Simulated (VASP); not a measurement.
# KF in VASP: notebook

Runs on KF. Level: PBEsol. Tasks: electric field gradients.

Everything below comes from runs of VASP 6.6.1. Logs are shortened: lines on timing, memory, paths and dates and some standing lists are left out, and cuts for length are marked.

## Step 1: The cell of the first run

The structure is cubic, space group Fm-3m (No. 225). The conventional cell has a = 5.329 Å, b = 5.329 Å, c = 5.329 Å, α = 90.00°, β = 90.00°, γ = 90.00°. Within 3.5 Å of K (site symmetry m-3m) lie 6 F at 2.66 Å. F (site symmetry m-3m) has 6 K at 2.66 Å within 3.5 Å.

## Step 2: Electric field gradients, PBEsol (18.92 Å³/atom)

INCAR reads:

```
PREC = Accurate
ENCUT = 520
EDIFF = 1E-8
ISMEAR = -1
SIGMA = 0.01
LREAL = F
LASPH = T
NELM = 100
ALGO = Normal
ISIF = 2
LWAVE = F
LCHARG = F
GGA = PS
LEFG = T
NBANDS = 15
```

KPOINTS reads:

```
Automatic mesh
0
Gamma
  9 9 9
```

POSCAR reads:

```
KF
1.0
    0.0000000000      2.6645584616      2.6645584616
    2.6645584616      0.0000000000      2.6645584616
    2.6645584616      2.6645584616      0.0000000000
K F
1 1
Direct
    0.0000000000      0.0000000000      0.0000000000
    0.5000000000      0.5000000000      0.5000000000
```

Potentials or basis: VASP PAW PBE potentials, release 64 (K_sv, F).

On the command line:

```sh
> cat potpaw_PBE.64/K_sv/POTCAR potpaw_PBE.64/F/POTCAR > POTCAR
> mpirun -np 1 vasp_std > vasp.out
```

OUTCAR:

```text
PREC = Accurate
   ENCUT = 520
   EDIFF = 1E-8
   ISMEAR = -1
   LREAL = F
   LASPH = T
   NELM = 100
   ISIF = 2
   GGA = PS

 ion  position               nearest neighbor table
   1  0.000  0.000  0.000-   2 2.66   2 2.66   2 2.66   2 2.66   2 2.66   2 2.66
   2  0.500  0.500  0.500-   1 2.66   1 2.66   1 2.66   1 2.66   1 2.66   1 2.66

  LATTYP: Found a face centered cubic cell.
 ALAT       =     5.3291169232

  Lattice vectors:

 A1 = (   0.0000000000,   2.6645584616,   2.6645584616)
 A2 = (   2.6645584616,   0.0000000000,   2.6645584616)
 A3 = (   2.6645584616,   2.6645584616,   0.0000000000)

Analysis of symmetry for initial positions (statically):
=====================================================================
 Subroutine PRICEL returns:
 Original cell was already a primitive cell.

 Routine SETGRP: Setting up the symmetry group for a
 face centered cubic supercell.

 Subroutine GETGRP returns: Found 48 space group operations
 (whereof 48 operations were pure point group operations)
 out of a pool of 48 trial point group operations.

The static configuration has the point symmetry O_h .

Analysis of symmetry for dynamics (positions and initial velocities):
=====================================================================
 Subroutine PRICEL returns:
 Original cell was already a primitive cell.

 Routine SETGRP: Setting up the symmetry group for a
 face centered cubic supercell.

 Subroutine GETGRP returns: Found 48 space group operations
 (whereof 48 operations were pure point group operations)
 out of a pool of 48 trial point group operations.

The dynamic configuration has the point symmetry O_h .

 Subroutine INISYM returns: Found 48 space group operations
 (whereof 48 operations are pure point group operations),
 and found     1 'primitive' translations

----------------------------------------------------------------------------------------

                                     Primitive cell

  volume of cell :      37.8360

  direct lattice vectors                    reciprocal lattice vectors
     0.000000000  2.664558462  2.664558462    -0.187648350  0.187648350  0.187648350
     2.664558462  0.000000000  2.664558462     0.187648350 -0.187648350  0.187648350
     2.664558462  2.664558462  0.000000000     0.187648350  0.187648350 -0.187648350

  length of vectors
[... 133 lines left out ...]
 fundamental gap:      6.0708845324
 Fermi energy:        -2.6092732024

 k-point     1 :       0.0000    0.0000    0.0000
  band No.  band energies     occupation
      1     -28.8282      2.00000
      2     -21.4188      2.00000
      3     -12.1335      2.00000
      4     -12.1335      2.00000
      5     -12.1335      2.00000
      6      -2.8866      2.00000
      7      -2.8866      2.00000
      8      -2.8866      2.00000
      9       3.1843      0.00000
     10       7.7702      0.00000
     11       7.7702      0.00000
     12       7.7702      0.00000
     13       9.4556      0.00000
     14       9.4556      0.00000
[... 401 lines left out ...]
      2     -21.4417      2.00000
      3     -12.6927      2.00000
      4     -12.3500      2.00000
      5     -12.3500      2.00000
      6      -3.1322      2.00000
      7      -2.9418      2.00000
      8      -2.9418      2.00000
      9       5.2683      0.00000
     10       7.1697      0.00000
     11       8.9441      0.00000
     12      10.7099      0.00000
     13      11.2432      0.00000
     14      11.2432      0.00000
     15      13.2799      0.00000

 [... further k-points ...]

------------------------ aborting loop because EDIFF is reached ----------------------------------------

  FORCE on cell =-STRESS in cart. coord.  units (eV):
  Direction    XX          YY          ZZ          XY          YZ          ZX
  --------------------------------------------------------------------------------------
  -------------------------------------------------------------------------------------
  Total       -0.0866429     -0.0866429     -0.0866429      0.0000000      0.0000000      0.0000000
  in kB       -3.6689164     -3.6689164     -3.6689164      0.0000000      0.0000000      0.0000000
  external PRESSURE =      -3.6689164 kB  Pullay stress =       0.0000000 kB

 VOLUME and BASIS-vectors are now :
 -----------------------------------------------------------------------------
  energy-cutoff  :      520.00
  volume of cell :       37.84
      direct lattice vectors                 reciprocal lattice vectors
     0.000000000  2.664558462  2.664558462    -0.187648350  0.187648350  0.187648350
     2.664558462  0.000000000  2.664558462     0.187648350 -0.187648350  0.187648350
     2.664558462  2.664558462  0.000000000     0.187648350  0.187648350 -0.187648350

 POSITION                                       TOTAL-FORCE (eV/Angst)
 -----------------------------------------------------------------------------------
      0.00000      0.00000      0.00000         0.000000     -0.000000     -0.000000
      2.66456      2.66456      2.66456         0.000000      0.000000      0.000000
 -----------------------------------------------------------------------------------
    total drift:                                0.000000      0.000000      0.000000

  FREE ENERGIE OF THE ION-ELECTRON SYSTEM (eV)
  ---------------------------------------------------
  free  energy   TOTEN  =        -8.5201286111 eV

  energy  without entropy=       -8.5201286111  energy(sigma->0) =       -8.52012861

 Electric field gradients (V/A^2)
---------------------------------------------------------------------
 ion       V_xx      V_yy      V_zz      V_xy      V_xz      V_yz
---------------------------------------------------------------------
   1       0.000    -0.000     0.000     0.000     0.000     0.000
   2       0.000     0.000    -0.000     0.007     0.007     0.007
---------------------------------------------------------------------

 Electric field gradients after diagonalization (V/A^2)
 (convention: |V_zz| > |V_xx| > |V_yy|)
----------------------------------------------------------------------
 ion       V_xx      V_yy      V_zz     asymmetry (V_yy - V_xx)/ V_zz
----------------------------------------------------------------------
   1      -0.000    -0.000     0.001       0.000
   2      -0.007    -0.007     0.014       0.000
----------------------------------------------------------------------

           NMR quadrupolar parameters

 Cq : quadrupolar parameter    Cq=e*Q*V_zz/h
 eta: asymmetry parameters     (V_yy - V_xx)/ V_zz
 Q  : nuclear electric quadrupole moment in mb (millibarn)
----------------------------------------------------------------------
 ion       Cq(MHz)       eta       Q (mb)
----------------------------------------------------------------------
   1       0.000       0.000       1.000
   2       0.000       0.000       1.000
----------------------------------------------------------------------
```

OSZICAR:

```text
N       E                     dE             d eps       ncg     rms          rms(c)
DAV:   1     0.111078072784E+03    0.11108E+03   -0.82308E+03  1050   0.103E+03
DAV:   2    -0.521773186917E+01   -0.11630E+03   -0.10549E+03  1373   0.281E+02
DAV:   3    -0.952866605266E+01   -0.43109E+01   -0.42906E+01  1400   0.489E+01
DAV:   4    -0.964265196523E+01   -0.11399E+00   -0.11398E+00  1408   0.756E+00
DAV:   5    -0.964411884480E+01   -0.14669E-02   -0.14669E-02  1419   0.729E-01    0.590E+00
DAV:   6    -0.856040760701E+01    0.10837E+01   -0.29828E+00  1127   0.140E+01    0.412E+00
DAV:   7    -0.852536264681E+01    0.35045E-01   -0.66966E-02  1323   0.223E+00    0.234E+00
DAV:   8    -0.851807408213E+01    0.72886E-02   -0.50238E-02  1218   0.222E+00    0.207E-01
DAV:   9    -0.851953046832E+01   -0.14564E-02   -0.43668E-03  1309   0.554E-01    0.122E-01
DAV:  10    -0.851991203928E+01   -0.38157E-03   -0.36908E-04  1134   0.172E-01    0.780E-02
DAV:  11    -0.852012864783E+01   -0.21661E-03   -0.20381E-04  1127   0.105E-01    0.155E-02
DAV:  12    -0.852012836954E+01    0.27829E-06   -0.11310E-05  1291   0.337E-02    0.504E-03
DAV:  13    -0.852012853068E+01   -0.16114E-06   -0.24070E-06  1162   0.134E-02    0.255E-03
DAV:  14    -0.852012857810E+01   -0.47422E-07   -0.63864E-08  1351   0.246E-03    0.532E-04
DAV:  15    -0.852012860475E+01   -0.26651E-07   -0.44068E-09   941   0.503E-04    0.719E-05
DAV:  16    -0.852012861114E+01   -0.63849E-08   -0.79937E-10   672   0.238E-04
   1 F= -.85201286E+01 E0= -.85201286E+01  d E =-.490341E-14
```

Run time: 46 s. Hardware: 1 thread of Intel Xeon 8259CL, shared host; peak memory 0.16 GiB.

Results:

| Item | Value |
| --- | --- |
| Free energy | -8.5201 eV |
| Pressure | -0.4 GPa |
| Band gap on the k mesh | 6.07 eV |
| Largest electric field gradient by atom | zero within the noise of the run |

Caveat: the PAW data sets were made with another functional, which shifts forces and pressure a little; an odd mesh through Γ misses points on the zone boundary, where band edges can lie.

## Step 3: Electric field gradients, PBEsol (19.49 Å³/atom)

This run uses another cell than the first one, of 19.49 Å³/atom.

INCAR reads:

```
  PREC = Accurate
  ENCUT = 520
  EDIFF = 1E-8
  ISMEAR = -1
  SIGMA = 0.01
  LREAL = F
  LASPH = T
  NELM = 60
  ALGO = Normal
  ISIF = 2
  LWAVE = F
  LCHARG = F
  GGA = PS
  LEFG = T
  NBANDS = 15
```

KPOINTS is that of step 2.

POSCAR reads:

```
KF
1.0
    0.0000000000      2.6912058140      2.6912058140
    2.6912058140      0.0000000000      2.6912058140
    2.6912058140      2.6912058140      0.0000000000
K F
1 1
Direct
    0.0000000000      0.0000000000      0.0000000000
    0.5000000000      0.5000000000      0.5000000000
```

Potentials or basis: VASP PAW PBE potentials, release 64 (K_sv, F).

On the command line:

```sh
> cat potpaw_PBE.64/K_sv/POTCAR potpaw_PBE.64/F/POTCAR > POTCAR
> mpirun -np 1 vasp_std > vasp.out
```

OUTCAR:

```text
PREC = Accurate
   ENCUT = 520
   EDIFF = 1E-8
   ISMEAR = -1
   LREAL = F
   LASPH = T
   NELM = 60
   ISIF = 2
   GGA = PS

 ion  position               nearest neighbor table
   1  0.000  0.000  0.000-   2 2.69   2 2.69   2 2.69   2 2.69   2 2.69   2 2.69
   2  0.500  0.500  0.500-   1 2.69   1 2.69   1 2.69   1 2.69   1 2.69   1 2.69

  LATTYP: Found a face centered cubic cell.
 ALAT       =     5.3824116280

  Lattice vectors:

 A1 = (   0.0000000000,   2.6912058140,   2.6912058140)
 A2 = (   2.6912058140,   0.0000000000,   2.6912058140)
 A3 = (   2.6912058140,   2.6912058140,   0.0000000000)

Analysis of symmetry for initial positions (statically):
=====================================================================
 Subroutine PRICEL returns:
 Original cell was already a primitive cell.

 Routine SETGRP: Setting up the symmetry group for a
 face centered cubic supercell.

 Subroutine GETGRP returns: Found 48 space group operations
 (whereof 48 operations were pure point group operations)
 out of a pool of 48 trial point group operations.

The static configuration has the point symmetry O_h .

Analysis of symmetry for dynamics (positions and initial velocities):
=====================================================================
 Subroutine PRICEL returns:
 Original cell was already a primitive cell.

 Routine SETGRP: Setting up the symmetry group for a
 face centered cubic supercell.

 Subroutine GETGRP returns: Found 48 space group operations
 (whereof 48 operations were pure point group operations)
 out of a pool of 48 trial point group operations.

The dynamic configuration has the point symmetry O_h .

 Subroutine INISYM returns: Found 48 space group operations
 (whereof 48 operations are pure point group operations),
 and found     1 'primitive' translations

----------------------------------------------------------------------------------------

                                     Primitive cell

  volume of cell :      38.9826

  direct lattice vectors                    reciprocal lattice vectors
     0.000000000  2.691205814  2.691205814    -0.185790324  0.185790324  0.185790324
     2.691205814  0.000000000  2.691205814     0.185790324 -0.185790324  0.185790324
     2.691205814  2.691205814  0.000000000     0.185790324  0.185790324 -0.185790324

  length of vectors
     3.805939761  3.805939761  3.805939761     0.321798281  0.321798281  0.321798281

  position of ions in fractional coordinates (direct lattice)
     0.000000000  0.000000000  0.000000000
     0.500000000  0.500000000  0.500000000

  ion indices of the primitive-cell ions
   primitive index   ion index
                 1           1
                 2           2

----------------------------------------------------------------------------------------

 KPOINTS: Automatic mesh

Automatic generation of k-mesh.
 Grid dimensions read from file:
 generate k-points for:    9    9    9

 Generating k-lattice:
[... 79 lines left out ...]
   IALGO  =     38    algorithm
   IMIX   =      4    mixing-type and parameters
     AMIX     =   0.40;   BMIX     =  1.00
     AMIX_MAG =   1.60;   BMIX_MAG =  1.00
  volume/ion in A,a.u.               =      19.49       131.53
  Fermi-wavevector in a.u.,A,eV,Ry     =   1.216628  2.299094 20.139132  1.480184
  Thomas-Fermi vector in A             =   2.351976
   LORBIT       =      0    0 simple, 1 ext, 2 COOP (PROOUT), +10 PAW based schemes
   GGA     = PS    functional components
   LHFCALC =     F    Hartree Fock is set to
   AEXX    =    0.0000 exact exchange contribution
   IVDW    =     0    specifies the selected vdW correction
   LEPSILON=     F    determine dielectric tensor
   LRPA    =     F    only Hartree local field effects (RPA)
 non-spin polarized calculation
  energy-cutoff  :      520.00
  volume of cell :       38.98
 maximum number of plane-waves:      1067
   NGX = 15   NGY = 15   NGZ = 15

 number of electron      15.9999991 magnetization

 Free energy of the ion-electron system (eV)
  ---------------------------------------------------
  ext. energy  EPLUGINS =         0.00000000
  ---------------------------------------------------
  free energy    TOTEN  =        -8.51573334 eV

  energy without entropy =       -8.51573334  energy(sigma->0) =       -8.51573334

 E-fermi :  -2.7083     XC(G=0):  -8.5042

 val. band max:       -2.9618228702   @ k =   0.0000   0.0000   0.0000
 cond. band min:       2.9626982649   @ k =   0.0000   0.0000   0.0000
 fundamental gap:      5.9245211351
 Fermi energy:        -2.7082610080

 k-point     1 :       0.0000    0.0000    0.0000
  band No.  band energies     occupation
      1     -28.9878      2.00000
      2     -21.4797      2.00000
      3     -12.3148      2.00000
      4     -12.3148      2.00000
      5     -12.3148      2.00000
      6      -2.9618      2.00000
      7      -2.9618      2.00000
      8      -2.9618      2.00000
      9       2.9627      0.00000
     10       7.6156      0.00000
     11       7.6156      0.00000
     12       7.6156      0.00000
     13       9.2591      0.00000
     14       9.2591      0.00000
[... 401 lines left out ...]
      2     -21.4943      2.00000
      3     -12.8229      2.00000
      4     -12.5115      2.00000
      5     -12.5115      2.00000
      6      -3.2188      2.00000
      7      -3.0231      2.00000
      8      -3.0231      2.00000
      9       5.1726      0.00000
     10       6.9203      0.00000
     11       8.6532      0.00000
     12      10.4767      0.00000
     13      10.9836      0.00000
     14      10.9836      0.00000
     15      12.8698      0.00000

 [... further k-points ...]

------------------------ aborting loop because EDIFF is reached ----------------------------------------

  FORCE on cell =-STRESS in cart. coord.  units (eV):
  Direction    XX          YY          ZZ          XY          YZ          ZX
  --------------------------------------------------------------------------------------
  -------------------------------------------------------------------------------------
  Total       -0.3040049     -0.3040049     -0.3040049      0.0000000      0.0000000      0.0000000
  in kB      -12.4945463    -12.4945463    -12.4945463      0.0000000      0.0000000      0.0000000
  external PRESSURE =     -12.4945463 kB  Pullay stress =       0.0000000 kB

 VOLUME and BASIS-vectors are now :
 -----------------------------------------------------------------------------
  energy-cutoff  :      520.00
  volume of cell :       38.98
      direct lattice vectors                 reciprocal lattice vectors
     0.000000000  2.691205814  2.691205814    -0.185790324  0.185790324  0.185790324
     2.691205814  0.000000000  2.691205814     0.185790324 -0.185790324  0.185790324
     2.691205814  2.691205814  0.000000000     0.185790324  0.185790324 -0.185790324

 POSITION                                       TOTAL-FORCE (eV/Angst)
 -----------------------------------------------------------------------------------
      0.00000      0.00000      0.00000        -0.000000      0.000000      0.000000
      2.69121      2.69121      2.69121         0.000000     -0.000000     -0.000000
 -----------------------------------------------------------------------------------
    total drift:                                0.000000      0.000000      0.000000

  FREE ENERGIE OF THE ION-ELECTRON SYSTEM (eV)
  ---------------------------------------------------
  free  energy   TOTEN  =        -8.5157333353 eV

  energy  without entropy=       -8.5157333353  energy(sigma->0) =       -8.51573334

 Electric field gradients (V/A^2)
---------------------------------------------------------------------
 ion       V_xx      V_yy      V_zz      V_xy      V_xz      V_yz
---------------------------------------------------------------------
   1       0.000    -0.000    -0.000     0.000     0.000     0.000
   2      -0.000     0.000    -0.000     0.008     0.008     0.008
---------------------------------------------------------------------

 Electric field gradients after diagonalization (V/A^2)
 (convention: |V_zz| > |V_xx| > |V_yy|)
----------------------------------------------------------------------
 ion       V_xx      V_yy      V_zz     asymmetry (V_yy - V_xx)/ V_zz
----------------------------------------------------------------------
   1      -0.000    -0.000     0.000       0.000
   2      -0.008    -0.008     0.016       0.000
----------------------------------------------------------------------

           NMR quadrupolar parameters

 Cq : quadrupolar parameter    Cq=e*Q*V_zz/h
 eta: asymmetry parameters     (V_yy - V_xx)/ V_zz
 Q  : nuclear electric quadrupole moment in mb (millibarn)
----------------------------------------------------------------------
 ion       Cq(MHz)       eta       Q (mb)
----------------------------------------------------------------------
   1       0.000       0.000       1.000
   2       0.000       0.000       1.000
----------------------------------------------------------------------
```

Run time: 45 s. Hardware: 1 thread of Intel Xeon 8259CL, shared host; peak memory 0.16 GiB.

Results:

```yaml
Free_energy: -8.5157 eV
Pressure: -1.2 GPa
Band_gap_on_the_k_mesh: 5.92 eV
Largest_electric_field_gradient_by_atom: zero within the noise of the run
```

Caveat: the PAW data sets were made with another functional, which shifts forces and pressure a little; an odd mesh through Γ misses points on the zone boundary, where band edges can lie.

[end of part 1 of 2]
